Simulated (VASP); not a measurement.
# HfSiO4 (I4_1/amd) in VASP: a series of runs, part 2 of 2

VASP 6.6.1.

**3. Relaxation of the atoms, PBE**

This run uses another cell than the first one, of 11.16 Å³/atom.

File INCAR:

```
SYSTEM = HfSiO4
PREC     = Accurate       ! precision mode
ENCUT    = 520            ! plane-wave cutoff, eV
EDIFF    = 1E-6           ! SCF threshold, eV
ISMEAR   = -1             ! smearing method
SIGMA    = 0.05           ! smearing width, eV
LREAL    = .False.        ! projectors in reciprocal space
LASPH    = .True.         ! aspherical terms in the spheres
NELM     = 100            ! most SCF steps
ALGO     = Normal         ! electronic algorithm
ISIF     = 2              ! what is computed and relaxed
LWAVE    = .False.        ! write WAVECAR
LCHARG   = .False.        ! write CHGCAR
GGA      = PE             ! functional
IBRION   = 2              ! ionic algorithm
NSW      = 60             ! ionic steps
EDIFFG   = -0.01          ! ionic threshold
```

File KPOINTS:

```
Automatic mesh
0
Gamma
  5 5 5
  0 0 0
```

File POSCAR:

```
HfSiO4
1.0
   -3.2862500000      3.2862500000      3.1008640000
    3.2862500000     -3.2862500000      3.1008640000
    3.2862500000      3.2862500000     -3.1008640000
Hf Si O
2 2 8
Direct
    0.0000000000      0.0000000000      0.0000000000
    0.7500000000      0.2500000000      0.5000000000
    0.5000000000      0.5000000000      0.0000000000
    0.2500000000      0.7500000000      0.5000000000
    0.6802000000      0.4957000000      0.8155000000
    0.2457000000      0.9302000000      0.3155000000
    0.6802000000      0.8647000000      0.1845000000
    0.6147000000      0.9302000000      0.6845000000
    0.0698000000      0.3853000000      0.3155000000
    0.5043000000      0.3198000000      0.1845000000
    0.0698000000      0.7543000000      0.6845000000
    0.1353000000      0.3198000000      0.8155000000
```

Potentials or basis: VASP PAW PBE potentials, release 64 (Hf_pv, Si, O).

On the command line:

```sh
cat potpaw_PBE.64/Hf_pv/POTCAR potpaw_PBE.64/Si/POTCAR potpaw_PBE.64/O/POTCAR > POTCAR
mpirun -np 1 vasp_std > vasp.out
```

OUTCAR:

```text
SYSTEM = HfSiO4
   PREC = Accurate
   ENCUT = 520
   EDIFF = 1E-6
   ISMEAR = -1
   LREAL = .False.
   LASPH = .True.
   NELM = 100
   ISIF = 2
   GGA = PE
   IBRION = 2
   NSW = 60
   EDIFFG = -0.01

 ion  position               nearest neighbor table
   1  0.000  0.000  0.000-   6 2.12   8 2.12   9 2.12  11 2.12  10 2.32   5 2.32  12 2.32   7 2.32
                             3 3.10   3 3.10   2 3.63   2 3.63   2 3.63   2 3.63
   2  0.750  0.250  0.500-   5 2.12   7 2.12  10 2.12  12 2.12  11 2.32   6 2.32   9 2.32   8 2.32
                             4 3.10   4 3.10   1 3.63   1 3.63   1 3.63   1 3.63
   3  0.500  0.500  0.000-   7 1.65  12 1.65  10 1.65   5 1.65   1 3.10   1 3.10
   4  0.250  0.750  0.500-   8 1.65   9 1.65   6 1.65  11 1.65   2 3.10   2 3.10
   5  0.680  0.496  0.816-   3 1.65   2 2.12   1 2.32
   6  0.246  0.930  0.316-   4 1.65   1 2.12   2 2.32
   7  0.680  0.865  0.184-   3 1.65   2 2.12   1 2.32
   8  0.615  0.930  0.684-   4 1.65   1 2.12   2 2.32
   9  0.070  0.385  0.316-   4 1.65   1 2.12   2 2.32
[... 212 lines left out ...]
  Total       -0.7305970     -0.7305970     -9.4960759      0.0000000      0.0000000      0.0000000
  in kB       -8.7386540     -8.7386540   -113.5823499      0.0000000      0.0000000      0.0000000
  external PRESSURE =     -43.6865526 kB  Pullay stress =       0.0000000 kB
[... 217 lines left out ...]
--------------------------------------- Ionic step        6  -------------------------------------------

 number of electron      75.9999995 magnetization

 Free energy of the ion-electron system (eV)
  ---------------------------------------------------
  ext. energy  EPLUGINS =         0.00000000
  ---------------------------------------------------
  free energy    TOTEN  =      -108.51873417 eV

  energy without entropy =     -108.51873417  energy(sigma->0) =     -108.51873417

 E-fermi :   4.1657     XC(G=0): -10.9173

 val. band max:        3.0380005430   @ k =   0.0000   0.0000   0.0000
 cond. band min:       8.2641437076   @ k =  -0.4000   0.4000   0.0000
 fundamental gap:      5.2261431646
 Fermi energy:         4.1656659203

 k-point     1 :       0.0000    0.0000    0.0000
  band No.  band energies     occupation
      1     -26.4833      2.00000
      2     -26.4833      2.00000
      3     -26.4053      2.00000
      4     -26.3979      2.00000
      5     -26.3371      2.00000
      6     -26.3371      2.00000
[... 892 lines left out ...]
  FREE ENERGIE OF THE ION-ELECTRON SYSTEM (eV)
  ---------------------------------------------------
  free  energy   TOTEN  =      -108.5187341745 eV

  energy  without entropy=     -108.5187341745  energy(sigma->0) =     -108.51873417

 reached required accuracy - stopping structural energy minimisation
```

CONTCAR:

```text
HfSiO4
   1.00000000000000
    -3.2862499999999999    3.2862499999999999    3.1008640000000001
     3.2862499999999999   -3.2862499999999999    3.1008640000000001
     3.2862499999999999    3.2862499999999999   -3.1008640000000001
  Hf              Si              O
     2     2     8
Direct
     0.0000000000000000    0.0000000000000000    0.0000000000000000
     0.7500000000000000    0.2500000000000000    0.5000000000000000
     0.5000000000000000    0.5000000000000000    0.0000000000000000
     0.2500000000000000    0.7500000000000000    0.5000000000000000
     0.6796124616781039    0.4941891080901196    0.8145766464120157
     0.2441891080901196    0.9296124616781039    0.3145766464120157
     0.6796124616781039    0.8650358152660881    0.1854233535879843
     0.6150358152660881    0.9296124616781039    0.6854233535879843
     0.0703875383218961    0.3849641847339119    0.3145766464120157
     0.5058108919098804    0.3203875383218961    0.1854233535879843
     0.0703875383218961    0.7558108919098804    0.6854233535879843
     0.1349641847339118    0.3203875383218961    0.8145766464120157

  0.00000000E+00  0.00000000E+00  0.00000000E+00
  0.00000000E+00  0.00000000E+00  0.00000000E+00
  0.00000000E+00  0.00000000E+00  0.00000000E+00
  0.00000000E+00  0.00000000E+00  0.00000000E+00
  0.00000000E+00  0.00000000E+00  0.00000000E+00
  0.00000000E+00  0.00000000E+00  0.00000000E+00
  0.00000000E+00  0.00000000E+00  0.00000000E+00
  0.00000000E+00  0.00000000E+00  0.00000000E+00
  0.00000000E+00  0.00000000E+00  0.00000000E+00
  0.00000000E+00  0.00000000E+00  0.00000000E+00
  0.00000000E+00  0.00000000E+00  0.00000000E+00
  0.00000000E+00  0.00000000E+00  0.00000000E+00
```

It took 9.4 min on 1 thread of Oxide Virtual Turin-like, shared host; peak memory 0.28 GiB.

What came out:

| Quantity | Value |
| --- | --- |
| Free energy | -108.5187 eV |
| Energy gained by relaxing | 0.3 meV/atom |
| Ionic steps | 6 |
| Pressure after relaxing | -4.6 GPa |
| Band gap on the k mesh | 5.23 eV (least direct gap 5.67 eV) |

Step by step:
```
step  energy change (eV)  largest force (eV/Å)  pressure (GPa)
   1              0.0000                0.1550           -4.37
   2              0.0006                0.2051           -4.85
   3             -0.0022                0.0514           -4.60
   4             -0.0029                0.0278           -4.59
   5             -0.0031                0.0177           -4.58
   6             -0.0032                0.0005           -4.59
```

Final structure:
```
Hf Si O
1.0
    -3.28625    3.28625    3.10086
     3.28625   -3.28625    3.10086
     3.28625    3.28625   -3.10086
Hf Si O
2 2 8
Direct
  0.00000 0.00000 0.00000
  0.75000 0.25000 0.50000
  0.50000 0.50000 0.00000
  0.25000 0.75000 0.50000
  0.67961 0.49419 0.81458
  0.24419 0.92961 0.31458
  0.67961 0.86504 0.18542
  0.61504 0.92961 0.68542
  0.07039 0.38496 0.31458
  0.50581 0.32039 0.18542
  0.07039 0.75581 0.68542
  0.13496 0.32039 0.81458
```

Caveat: spin-orbit coupling is left out, which moves the levels of the heavy elements; an odd mesh through Γ misses points on the zone boundary, where band edges can lie.
